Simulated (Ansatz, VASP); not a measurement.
## Ti2BN3 in VASP and in Ansatz

```
Ti B N
1.0
     5.13213    0.00000    0.00000
    -2.56606    4.44455    0.00000
     0.00000    0.00000    3.42774
Ti B N
2 1 3
Direct
  0.33333 0.66667 0.50000
  0.66667 0.33333 0.50000
  0.00000 0.00000 0.50000
  0.50929 0.00000 0.50000
  0.00000 0.50929 0.50000
  0.49071 0.49071 0.50000
```

Alike in both runs: task single point; functional PBE; k mesh 6 × 6 × 6; occupations gaussian, width 0.1 eV; collinear spin.

|  | VASP | Ansatz |
| --- | --- | --- |
| version | VASP 6.6.1 | Ansatz 0.2.0 |
| potentials or method | VASP PAW PBE potentials, release 64 (Ti_sv, B, N), cutoff 520 eV | scalar-relativistic, plane waves, PAW |
| valence electrons in the cell | 42 | 42 |

|  | VASP | Ansatz | Ansatz less VASP |
| --- | --- | --- | --- |
| gap on the k mesh at the Fermi level (eV) | none | none | - |
| rms of the force components (eV/Å) | 0.557 | 0.533 | -0.0242 |
| net moment per atom (μB) | 0.00 | 0.00 | 0.000 |

Atom by atom the forces differ by 0.024 eV/Å (rms over components). A gap of «none» marks a metal or a gap that the smearing closes. With one functional, cell and mesh, what is left measures potentials, basis and numerics. Ansatz's warnings: seeded moment not kept.
